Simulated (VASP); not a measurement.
# Te (Im-3m) in VASP: notebook, part 2 of 2

VASP 6.6.1. Earlier steps stand in the parts before.

## Step 3: Single point, PBE

Contents of INCAR:

```
ALGO = Normal
EDIFF = 1E-6
ENCUT = 520
GGA = PE
ISIF = 2
ISMEAR = -1
LASPH = True
LCHARG = True
LELF = True
LREAL = False
LVHAR = True
LWAVE = False
NBANDS = 9
NELM = 80
PREC = Accurate
SIGMA = 0.08
```

Contents of KPOINTS:

```
k-points
0
Gamma
  18 18 18
```

Contents of POSCAR:

```
Te
1.0
   -1.4460505502      1.4460505502      1.4460505502
    1.4460505502     -1.4460505502      1.4460505502
    1.4460505502      1.4460505502     -1.4460505502
Te
1
Direct
    0.0000000000      0.0000000000      0.0000000000
```

Potentials or basis: VASP PAW PBE potentials, release 64 (Te).

Launch:

```console
$ cat potpaw_PBE.64/Te/POTCAR > POTCAR
$ mpirun -np 1 vasp_std > vasp.out
```

OUTCAR:

```text
EDIFF = 1E-6
   ENCUT = 520
   GGA = PE
   ISIF = 2
   ISMEAR = -1
   LASPH = True
   LREAL = False
   NELM = 80
   PREC = Accurate

 ion  position               nearest neighbor table
   1  0.000  0.000  0.000-

  LATTYP: Found a body centered cubic cell.
 ALAT       =     2.8921011004

  Lattice vectors:

 A1 = (  -1.4460505502,   1.4460505502,   1.4460505502)
 A2 = (   1.4460505502,  -1.4460505502,   1.4460505502)
 A3 = (   1.4460505502,   1.4460505502,  -1.4460505502)

Analysis of symmetry for initial positions (statically):
=====================================================================
 Subroutine PRICEL returns:
 Original cell was already a primitive cell.

 Routine SETGRP: Setting up the symmetry group for a
 body centered cubic supercell.

 Subroutine GETGRP returns: Found 48 space group operations
 (whereof 48 operations were pure point group operations)
 out of a pool of 48 trial point group operations.

The static configuration has the point symmetry O_h .

Analysis of symmetry for dynamics (positions and initial velocities):
=====================================================================
 Subroutine PRICEL returns:
 Original cell was already a primitive cell.

 Routine SETGRP: Setting up the symmetry group for a
 body centered cubic supercell.

 Subroutine GETGRP returns: Found 48 space group operations
 (whereof 48 operations were pure point group operations)
 out of a pool of 48 trial point group operations.

The dynamic configuration has the point symmetry O_h .

 Subroutine INISYM returns: Found 48 space group operations
 (whereof 48 operations are pure point group operations),
 and found     1 'primitive' translations

----------------------------------------------------------------------------------------

[... 110 lines left out ...]
     AMIX_MAG =   1.60;   BMIX_MAG =  1.00
  volume/ion in A,a.u.               =      12.10        81.62
  Fermi-wavevector in a.u.,A,eV,Ry     =   1.295951  2.448992 22.850820  1.679488
  Thomas-Fermi vector in A             =   2.427438
   LORBIT       =      0    0 simple, 1 ext, 2 COOP (PROOUT), +10 PAW based schemes
   GGA     = PE    functional components
   LHFCALC =     F    Hartree Fock is set to
   AEXX    =    0.0000 exact exchange contribution
   IVDW    =     0    specifies the selected vdW correction
   LEPSILON=     F    determine dielectric tensor
   LRPA    =     F    only Hartree local field effects (RPA)
 non-spin polarized calculation
  energy-cutoff  :      520.00
  volume of cell :       12.10
 maximum number of plane-waves:       338
   NGX =  9   NGY =  9   NGZ =  9

 number of electron       5.9999999 magnetization

 Free energy of the ion-electron system (eV)
  ---------------------------------------------------
  ext. energy  EPLUGINS =         0.00000000
  ---------------------------------------------------
  free energy    TOTEN  =         5.15001077 eV

  energy without entropy =        5.15798912  energy(sigma->0) =        5.15399995

 E-fermi :  25.5958     XC(G=0): -14.2651

 val. band max:       25.5914428057   @ k =   0.4444   0.0556   0.0000
 cond. band min:      25.6104597367   @ k =   0.1111   0.1111   0.1111
 fundamental gap:      0.0190169310
 Fermi energy:        25.5958002887

 k-point     1 :       0.0000    0.0000    0.0000
  band No.  band energies     occupation
      1       0.4521      2.00000
      2      34.8545      0.00000
      3      34.8545      0.00000
      4      34.8545      0.00000
      5      36.6829      0.00000
      6      36.6829      0.00000
      7      36.6829      0.00000
      8      38.3501      0.00000
      9      38.3501      0.00000
[... 265 lines left out ...]
 k-point    24 :       0.3889    0.1111   -0.0000
  band No.  band energies     occupation
      1       8.8575      2.00000
      2      13.3637      2.00000
      3      23.6406      2.00000
      4      27.1567      0.00000
      5      33.1686      0.00000
      6      36.5131      0.00000
      7      40.1785      0.00000
      8      43.8495      0.00000
      9      46.9331      0.00000

 [... further k-points ...]

------------------------ aborting loop because EDIFF is reached ----------------------------------------

  FORCE on cell =-STRESS in cart. coord.  units (eV):
  Direction    XX          YY          ZZ          XY          YZ          ZX
  --------------------------------------------------------------------------------------
  -------------------------------------------------------------------------------------
  Total       26.1249086     26.1249086     26.1249086      0.0000000      0.0000000     -0.0000000
  in kB     3460.6282262   3460.6282262   3460.6282262      0.0000000      0.0000000     -0.0000000
  external PRESSURE =    3460.6282262 kB  Pullay stress =       0.0000000 kB

 VOLUME and BASIS-vectors are now :
 -----------------------------------------------------------------------------
  energy-cutoff  :      520.00
  volume of cell :       12.10
      direct lattice vectors                 reciprocal lattice vectors
    -1.446050550  1.446050550  1.446050550     0.000000000  0.345769378  0.345769378
     1.446050550 -1.446050550  1.446050550     0.345769378  0.000000000  0.345769378
     1.446050550  1.446050550 -1.446050550     0.345769378  0.345769378  0.000000000

 POSITION                                       TOTAL-FORCE (eV/Angst)
 -----------------------------------------------------------------------------------
      0.00000      0.00000      0.00000         0.000000      0.000000     -0.000000
 -----------------------------------------------------------------------------------
    total drift:                                0.000000     -0.000000     -0.000000

  FREE ENERGIE OF THE ION-ELECTRON SYSTEM (eV)
  ---------------------------------------------------
  free  energy   TOTEN  =         5.1500107742 eV

  energy  without entropy=        5.1579891228  energy(sigma->0) =        5.15399995
```

OSZICAR:

```text
N       E                     dE             d eps       ncg     rms          rms(c)
DAV:   1     0.199480939238E+02    0.19948E+02   -0.29021E+03  3550   0.564E+02
DAV:   2     0.520768243790E+01   -0.14740E+02   -0.14325E+02  4931   0.852E+01
DAV:   3     0.499227545932E+01   -0.21541E+00   -0.21398E+00  4476   0.970E+00
DAV:   4     0.499171725386E+01   -0.55821E-03   -0.55815E-03  4897   0.534E-01
DAV:   5     0.499171630776E+01   -0.94610E-06   -0.94816E-06  4530   0.168E-02    0.298E+01
DAV:   6     0.509537394584E+01    0.10366E+00   -0.13163E-02  4521   0.699E-01    0.183E+01
DAV:   7     0.514939949771E+01    0.54026E-01   -0.24350E-02  4623   0.966E-01    0.505E-01
DAV:   8     0.514998465616E+01    0.58516E-03   -0.91311E-04  4062   0.187E-01    0.530E-02
DAV:   9     0.515000156355E+01    0.16907E-04   -0.23862E-05  5185   0.300E-02    0.320E-02
DAV:  10     0.515001173456E+01    0.10171E-04   -0.31348E-06  4440   0.948E-03    0.129E-02
DAV:  11     0.515001068056E+01   -0.10540E-05   -0.38083E-08  2257   0.171E-03    0.109E-03
DAV:  12     0.515001077422E+01    0.93662E-07   -0.17686E-09  1984   0.396E-04
   1 F= 0.51500108E+01 E0= 0.51539999E+01  d E =-.797835E-02
```

stdout:

```text
POSCAR found type information on POSCAR Te
 POSCAR found :  1 types and       1 ions
 scaLAPACK will be used
 LDA part: xc-table for (Slater+PW92), standard interpolation
 POSCAR, INCAR and KPOINTS ok, starting setup
 FFT: planning ... GRIDC
 FFT: planning ... GRID_SOFT
 FFT: planning ... GRID
 WAVECAR not read
 entering main loop
```

Run time: 14 s. Hardware: 1 thread of AMD EPYC 9R45 (Zen 5), shared host; peak memory 0.11 GiB.

What came out:

| Property | Result |
| --- | --- |
| Free energy | 5.1500 eV |
| Pressure | 346.1 GPa |
| Band gap on the k mesh | zero (bands 3 and 4 overlap by 17.56 eV) |

Caveat: the cell stands under pressure; spin-orbit coupling is left out, which moves the levels of the heavy elements.
